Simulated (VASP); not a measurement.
Input of a VASP 6.6.1 run:

File INCAR:

```
SYSTEM = Si
ALGO = Normal ; EDIFF = 1E-6
EDIFFG = -0.01 ; ENCUT = 600
IBRION = 2 ; ISIF = 3
ISMEAR = 0 ; LASPH = .TRUE.
LCHARG = .FALSE. ; LREAL = .FALSE.
LWAVE = .FALSE. ; NELM = 80
NSW = 80 ; PREC = Accurate
SIGMA = 0.01
```

Contents of KPOINTS:

```
k-points
0
G
  8 8 8
  0 0 0
```

POSCAR

```
Si
1.0
    0.0000000000      2.7135600000      2.7135600000
    2.7135600000      0.0000000000      2.7135600000
    2.7135600000      2.7135600000      0.0000000000
Si
2
Direct
    0.7500000000      0.7500000000      0.7500000000
    0.5000000000      0.5000000000      0.5000000000
```

Potentials or basis: VASP PAW LDA potentials, release 64 (Si).

Run with:

```console
$ cat potpaw_LDA.64/Si/POTCAR > POTCAR
$ mpirun -np 1 vasp_std > vasp.out
```

(1) Predict the band gap on the k mesh.

(2) What does it give for the relaxed cell?

(3) Estimate the space group after relaxing (to 0.1 Å).

Results:

(1) 0.49 eV (least direct gap 2.53 eV).

(2) a = 3.821 Å, b = 3.821 Å, c = 3.821 Å, α = 60.00°, β = 60.00°, γ = 60.00°.

(3) Fd-3m (No. 227).

Caveat: semilocal functionals underestimate gaps, and a narrow one can read as zero.
